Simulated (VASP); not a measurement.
HfO2: single point with PBE

Crystal: HfO2.

```xyz
6
Lattice="0.0000 -2.5489 -2.5489 0.0000 2.5489 -2.5489 5.0978 0.0000 0.0000" Properties=species:S:1:pos:R:3 pbc="T T T"
Hf    2.5489   -0.0786   -2.5489
Hf    0.0000    0.0786    0.0000
O     3.6470    1.2745   -1.2750
O     1.4509   -1.2745   -1.2739
O     1.0981    1.2745   -1.2750
O     3.9998   -1.2745   -1.2739
```

This cell differs from its parent crystal: atoms displaced along a vibrational mode.

| Property | Result |
| --- | --- |
| Program | VASP 6.6.1 |
| Task | single point |
| Functional | PBE |
| Potentials or basis | VASP PAW PBE potentials, release 64 (Hf_pv, O) |
| Cutoff | 520 eV |
| k mesh | 6 × 6 × 6 |
| Occupations | gaussian, width 0.05 eV |
| Spin | no spin polarisation |
| Dipole correction | no |
| Further INCAR settings | ALGO = Normal; EDIFF = 1e-07; NBANDS = 31 |

```yaml
Pressure: -0.2 GPa
Largest_force: 0.617 eV/Å
Band_gap_on_the_k_mesh: 4.40 eV (least direct gap 4.49 eV)
```

Forces on the atoms (eV/Å):
```
Hf   0.000  0.617  0.000
Hf   0.000 -0.617  0.000
O   -0.187 -0.311 -0.067
O    0.187 -0.311  0.067
O   -0.187  0.311 -0.067
O    0.187  0.311  0.067
```

Stress tensor (GPa, compression positive):
```
 3.40  0.00 -3.21
 0.00 -1.83  0.00
-3.21  0.00 -2.11
```

Levels at points of the mesh, in eV from the valence-band top:
| k point | band 18 | band 19 | band 20 | band 21 | band 22 | band 23 | band 24 | band 25 | band 26 | band 27 |
| --- | --- | --- | --- | --- | --- | --- | --- | --- | --- | --- |
| (0.00, 0.00, 0.00) | -1.21 | -0.25 | -0.21 | -0.10 | -0.09 | 4.40 | 4.40 | 5.15 | 6.03 | 6.22 |
| (0.50, 0.00, 0.00) | -2.20 | -1.63 | -1.51 | -0.17 | -0.16 | 4.81 | 4.84 | 5.60 | 6.06 | 7.42 |
| (0.50, 0.50, 0.00) | -1.13 | -0.95 | -0.83 | -0.14 | -0.08 | 4.89 | 4.89 | 5.97 | 5.99 | 6.96 |
| (0.00, 0.00, 0.50) | -2.66 | -0.57 | -0.57 | -0.14 | -0.14 | 5.13 | 5.13 | 5.25 | 5.25 | 8.48 |
| (0.50, 0.00, 0.50) | -2.10 | -1.50 | -1.37 | -1.21 | -1.20 | 5.05 | 5.10 | 5.22 | 5.35 | 7.29 |
| (0.50, 0.50, 0.50) | -2.00 | -1.22 | -1.22 | 0.00 | 0.00 | 5.64 | 5.64 | 5.71 | 5.71 | 7.28 |

Wall time 54 s on 1 thread of Intel(R) Xeon(R) 6975P-C (Granite Rapids), on a shared host, peak memory 0.25 GiB.

Caveat: the cell differs from its parent crystal (atoms displaced along a vibrational mode); spin-orbit coupling is left out, which moves the levels of the heavy elements. A k mesh can miss the band edges.
